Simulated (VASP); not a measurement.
# Ti (Im-3m) in VASP: further runs

Runs on Ti. Level: PBE. Tasks: single point, relaxation of cell and atoms.

All numbers are computed with VASP 6.6.1; they aren't measurements. Logs are shortened: lines on timing, memory, paths and dates and some standing lists are left out, and cuts for length are marked.

## 1. The cell of the first run

The structure is cubic, space group Im-3m (No. 229). Conventional cell: a = 3.069 Å, b = 3.069 Å, c = 3.069 Å, α = 90.00°, β = 90.00°, γ = 90.00°. Within 3.5 Å of Ti (site symmetry m-3m) lie 14 Ti at 2.66 to 3.07 Å.

## 2. Single point, PBE

INCAR reads:

```
SYSTEM = Ti
PREC = Accurate ; ENCUT = 520
EDIFF = 1E-6 ; ISMEAR = 0
SIGMA = 0.1 ; LREAL = .False.
LASPH = .True. ; NELM = 60
ALGO = Fast ; ISIF = 2
LWAVE = .False. ; LCHARG = .False.
GGA = PE ; NBANDS = 12
```

KPOINTS reads:

```
Automatic mesh
0
Gamma
  20 20 20
  0 0 0
```

POSCAR reads:

```
Ti
1.0
   -1.5345411126      1.5345411126      1.5345411126
    1.5345411126     -1.5345411126      1.5345411126
    1.5345411126      1.5345411126     -1.5345411126
Ti
1
Direct
    0.0000000000      0.0000000000      0.0000000000
```

Potentials or basis: VASP PAW PBE potentials, release 64 (Ti_sv).

Command:

```console
$ cat potpaw_PBE.64/Ti_sv/POTCAR > POTCAR
$ mpirun -np 1 vasp_std > vasp.out
```

OUTCAR:

```text
SYSTEM = Ti
   PREC = Accurate
   ENCUT = 520
   EDIFF = 1E-6
   ISMEAR = 0
   LREAL = .False.
   LASPH = .True.
   NELM = 60
   ISIF = 2
   GGA = PE

 ion  position               nearest neighbor table
   1  0.000  0.000  0.000-

  LATTYP: Found a body centered cubic cell.
 ALAT       =     3.0690822252

  Lattice vectors:

 A1 = (  -1.5345411126,   1.5345411126,   1.5345411126)
 A2 = (   1.5345411126,  -1.5345411126,   1.5345411126)
 A3 = (   1.5345411126,   1.5345411126,  -1.5345411126)

Analysis of symmetry for initial positions (statically):
=====================================================================
 Subroutine PRICEL returns:
 Original cell was already a primitive cell.

 Routine SETGRP: Setting up the symmetry group for a
 body centered cubic supercell.

 Subroutine GETGRP returns: Found 48 space group operations
 (whereof 48 operations were pure point group operations)
 out of a pool of 48 trial point group operations.

The static configuration has the point symmetry O_h .

Analysis of symmetry for dynamics (positions and initial velocities):
=====================================================================
 Subroutine PRICEL returns:
 Original cell was already a primitive cell.

 Routine SETGRP: Setting up the symmetry group for a
 body centered cubic supercell.

 Subroutine GETGRP returns: Found 48 space group operations
 (whereof 48 operations were pure point group operations)
 out of a pool of 48 trial point group operations.

The dynamic configuration has the point symmetry O_h .

 Subroutine INISYM returns: Found 48 space group operations
 (whereof 48 operations are pure point group operations),
 and found     1 'primitive' translations

----------------------------------------------------------------------------------------

                                     Primitive cell

  volume of cell :      14.4543

  direct lattice vectors                    reciprocal lattice vectors
    -1.534541113  1.534541113  1.534541113     0.000000000  0.325830306  0.325830306
     1.534541113 -1.534541113  1.534541113     0.325830306  0.000000000  0.325830306
     1.534541113  1.534541113 -1.534541113     0.325830306  0.325830306  0.000000000

  length of vectors
     2.657903173  2.657903173  2.657903173     0.460793638  0.460793638  0.460793638

  position of ions in fractional coordinates (direct lattice)
     0.000000000  0.000000000  0.000000000

  ion indices of the primitive-cell ions
   primitive index   ion index
                 1           1

----------------------------------------------------------------------------------------

 KPOINTS: Automatic mesh

Automatic generation of k-mesh.
 Grid dimensions read from file:
 generate k-points for:   20   20   20

 Generating k-lattice:

  Cartesian coordinates                     Fractional coordinates (reciprocal lattice)
     0.000000000  0.016291515  0.016291515     0.050000000  0.000000000  0.000000000
     0.016291515  0.000000000  0.016291515     0.000000000  0.050000000  0.000000000
     0.016291515  0.016291515  0.000000000     0.000000000  0.000000000  0.050000000

  Length of vectors
     0.023039682  0.023039682  0.023039682

  Shift w.r.t. Gamma in fractional coordinates (k-lattice)
     0.000000000  0.000000000  0.000000000

 Subroutine IBZKPT returns following result:
 ===========================================

 Found    256 irreducible k-points:

 Following reciprocal coordinates:
            Coordinates               Weight
  0.000000  0.000000  0.000000      1.000000
  0.050000  0.000000  0.000000     12.000000
  0.100000  0.000000  0.000000     12.000000
  0.150000  0.000000  0.000000     12.000000
  0.200000  0.000000  0.000000     12.000000
  0.250000  0.000000  0.000000     12.000000
[... 16 lines left out ...]
  0.200000  0.100000 -0.000000     48.000000
  0.250000  0.100000 -0.000000     48.000000
 [... further k-points ...]
   k-points           NKPTS =    256   k-points in BZ     NKDIM =    256   number of bands    NBANDS=     12
   number of dos      NEDOS =    301   number of ions     NIONS =      1
   total plane-waves  NPLWV =   8000
   dimension x,y,z NGX =    20 NGY =   20 NGZ =   20
   dimension x,y,z NGXF=    40 NGYF=   40 NGZF=   40
   ions per type =               1
   NGX,Y,Z   is equivalent  to a cutoff of  12.51, 12.51, 12.51 a.u.
   NGXF,Y,Z  is equivalent  to a cutoff of  25.02, 25.02, 25.02 a.u.
 SYSTEM =  Ti
   PREC   = accura    normal or accurate (medium, high low for compatibility)
   ISTART =      0    job   : 0-new  1-cont  2-samecut
   ICHARG =      2    charge: 1-file 2-atom 10-const
   ISPIN  =      1    spin polarized calculation?
   LNONCOLLINEAR =      F non collinear calculations
   LSORBIT =      F    spin-orbit coupling
   LASPH  =      T    aspherical Exc in radial PAW
   ENCUT  =  520.0 eV  38.22 Ry    6.18 a.u.   4.94  4.94  4.94*2*pi/ulx,y,z
   NELM   =     60;   NELMIN=  2; NELMDL= -5     # of ELM steps
   EDIFF  = 0.1E-05   stopping-criterion for ELM
   LREAL  =      F    real-space projection
   EDIFFG = 0.1E-04   stopping-criterion for IOM
   NSW    =      0    number of steps for IOM
   IBRION =     -1    ionic relax: 0-MD 1-quasi-New 2-CG
   NFREE  =      0    steps in history (QN), initial steepest desc. (CG)
   ISIF   =      2    stress and relaxation
   ISYM   =      2    0-nonsym 1-usesym 2-fastsym
   POTIM  = 0.5000    time-step for ionic-motion
   TEBEG  =    0.0;   TEEND  =   0.0 temperature during run
   PSTRESS=    0.0 pullay stress
   NELECT =      12.0000    total number of electrons
   NUPDOWN=      -1.0000    fix difference up-down
   EMIN   =  10.00;   EMAX   =-10.00  energy-range for DOS
   EFERMI =   0.00;   METHOD = LEGACY
   ISMEAR =     0;   SIGMA  =   0.10  broadening in eV -4-tet -1-fermi 0-gaus
   EFERMI_NEDOS =   21; number of points for ismear=-14 and -15
   IALGO  =     68    algorithm
   IMIX   =      4    mixing-type and parameters
     AMIX     =   0.40;   BMIX     =  1.00
     AMIX_MAG =   1.60;   BMIX_MAG =  1.00
  volume/ion in A,a.u.               =      14.45        97.54
  Fermi-wavevector in a.u.,A,eV,Ry     =   1.538639  2.907606 32.210566  2.367410
  Thomas-Fermi vector in A             =   2.644979
   LORBIT       =      0    0 simple, 1 ext, 2 COOP (PROOUT), +10 PAW based schemes
   GGA     = PE    functional components
   LHFCALC =     F    Hartree Fock is set to
   AEXX    =    0.0000 exact exchange contribution
   IVDW    =     0    specifies the selected vdW correction
   LEPSILON=     F    determine dielectric tensor
   LRPA    =     F    only Hartree local field effects (RPA)
 non-spin polarized calculation
 RMM-DIIS sequential band-by-band and
 Gauss-broadening in eV      SIGMA  =   0.10
  energy-cutoff  :      520.00
  volume of cell :       14.45
 maximum number of plane-waves:       403
   NGX =  9   NGY =  9   NGZ =  9

 number of electron      12.0000007 magnetization

 Free energy of the ion-electron system (eV)
  ---------------------------------------------------
  ext. energy  EPLUGINS =         0.00000000
  ---------------------------------------------------
  free energy    TOTEN  =        -7.54350354 eV

  energy without entropy =       -7.53527267  energy(sigma->0) =       -7.53938811

 E-fermi :  10.1369     XC(G=0): -12.3846

 val. band max:       10.1365876331   @ k =  -0.3000   0.3000   0.0500
 cond. band min:      10.1431325484   @ k =  -0.4500  -0.4500   0.1000
 fundamental gap:      0.0065449153
 Fermi energy:        10.1368658044

 k-point     1 :       0.0000    0.0000    0.0000
  band No.  band energies     occupation
      1     -46.0693      2.00000
      2     -21.6336      2.00000
      3     -21.6336      2.00000
      4     -21.6336      2.00000
      5       3.8532      2.00000
      6      11.2783      0.00000
      7      11.2783      0.00000
      8      11.2783      0.00000
      9      13.4722      0.00000
     10      13.4722      0.00000
     11      28.8893      0.00000
     12      28.8893      0.00000

 k-point     2 :       0.0500    0.0000    0.0000
  band No.  band energies     occupation
      1     -46.0628      2.00000
      2     -21.6647      2.00000
      3     -21.6427      2.00000
      4     -21.6339      2.00000
      5       3.9563      2.00000
      6      11.2266      0.00000
      7      11.2649      0.00000
      8      11.3579      0.00000
      9      13.4073      0.00000
     10      13.4748      0.00000
     11      28.8484      0.00000
     12      28.9249      0.00000

 k-point     3 :       0.1000    0.0000    0.0000
  band No.  band energies     occupation
      1     -46.0439      2.00000
      2     -21.7545      2.00000
      3     -21.6691      2.00000
      4     -21.6348      2.00000
      5       4.2579      2.00000
      6      11.0795      0.00000
      7      11.2089      0.00000
      8      11.5928      0.00000
      9      13.2529      0.00000
     10      13.4845      0.00000
     11      28.6177      0.00000
     12      28.8989      0.00000
[... 286 lines left out ...]
 k-point    23 :       0.2000    0.1000   -0.0000
  band No.  band energies     occupation
      1     -45.9224      2.00000
      2     -22.2829      2.00000
      3     -21.8230      2.00000
      4     -21.6778      2.00000
      5       6.2477      2.00000
      6      10.2826      0.03931
      7      10.4424      0.00002
      8      12.9282      0.00000
      9      13.3921      0.00000
     10      13.7730      0.00000
     11      26.1857      0.00000
     12      27.1863      0.00000

 k-point    24 :       0.2500    0.1000   -0.0000
  band No.  band energies     occupation
      1     -45.8823      2.00000
      2     -22.4433      2.00000
      3     -21.8878      2.00000
      4     -21.6817      2.00000
      5       6.8458      2.00000
      6      10.0262      1.88257
      7      10.3437      0.00344
      8      13.0536      0.00000
      9      13.8403      0.00000
     10      14.0871      0.00000
     11      24.8875      0.00000
     12      26.4361      0.00000

 [... further k-points ...]

------------------------ aborting loop because EDIFF is reached ----------------------------------------

  FORCE on cell =-STRESS in cart. coord.  units (eV):
  Direction    XX          YY          ZZ          XY          YZ          ZX
  --------------------------------------------------------------------------------------
  -------------------------------------------------------------------------------------
  Total        2.1927806      2.1927806      2.1927806     -0.0000000      0.0000000      0.0000000
  in kB      243.0581524    243.0581524    243.0581524     -0.0000000      0.0000000      0.0000000
  external PRESSURE =     243.0581524 kB  Pullay stress =       0.0000000 kB

 VOLUME and BASIS-vectors are now :
 -----------------------------------------------------------------------------
  energy-cutoff  :      520.00
  volume of cell :       14.45
      direct lattice vectors                 reciprocal lattice vectors
    -1.534541113  1.534541113  1.534541113     0.000000000  0.325830306  0.325830306
     1.534541113 -1.534541113  1.534541113     0.325830306  0.000000000  0.325830306
     1.534541113  1.534541113 -1.534541113     0.325830306  0.325830306  0.000000000

 POSITION                                       TOTAL-FORCE (eV/Angst)
 -----------------------------------------------------------------------------------
      0.00000      0.00000      0.00000        -0.000000     -0.000000      0.000000
 -----------------------------------------------------------------------------------
    total drift:                                0.000000     -0.000000     -0.000000

  FREE ENERGIE OF THE ION-ELECTRON SYSTEM (eV)
  ---------------------------------------------------
  free  energy   TOTEN  =        -7.5435035405 eV

  energy  without entropy=       -7.5352726738  energy(sigma->0) =       -7.53938811
```

Wall time 26 s (1 thread of Intel Xeon 6975P-C (Granite Rapids), shared host); peak memory 0.15 GiB.

What came out:

| Quantity | Value |
| --- | --- |
| Free energy | -7.5435 eV |
| Pressure | 24.3 GPa |
| Band gap on the k mesh | zero (band 6 reaches 11.28 eV, above the bottom of band 7 at 9.40 eV) |

(Part 1 of 3 ends here.)
